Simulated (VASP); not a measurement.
# K2S: single point with revPBE

The system is K2S.

```
K S
1.0
     0.00000    3.69550    3.69550
     3.69550    0.00000    3.69550
     3.69550    3.69550    0.00000
K S
2 1
Direct
  0.25000 0.25000 0.25000
  0.75000 0.75000 0.75000
  0.00000 0.00000 0.00000
```

| Quantity | Value |
| --- | --- |
| Program | VASP 6.6.1 |
| Task | single point |
| Functional | revPBE |
| Potentials or basis | VASP PAW PBE potentials, release 64 (K_sv, S) |
| Cutoff | 500 eV |
| k mesh | 6 × 6 × 6 |
| Occupations | gaussian, width 0.05 eV |
| Spin | no spin polarisation |

The pressure is 1.6 GPa and the band gap on the k mesh is 2.63 eV (least direct gap 2.83 eV).

Levels at points of the mesh, in eV from the valence-band top:
| k point | band 9 | band 10 | band 11 | band 12 | band 13 | band 14 | band 15 | band 16 |
| --- | --- | --- | --- | --- | --- | --- | --- | --- |
| (0.00, 0.00, 0.00) | -9.61 | -0.20 | -0.20 | -0.20 | 2.63 | 5.57 | 5.57 | 7.62 |
| (0.50, 0.00, 0.00) | -9.41 | -0.59 | -0.07 | -0.07 | 4.95 | 5.23 | 5.96 | 5.96 |
| (0.50, 0.50, 0.00) | -9.37 | -0.72 | 0.00 | 0.00 | 3.73 | 5.44 | 6.73 | 6.79 |

It took 51 s on 1 thread of Intel Xeon 8259CL, on a shared host, peak memory 0.24 GiB.

Caveat: the PAW data sets were made with another functional, which shifts forces and pressure a little. A k mesh can miss the band edges.
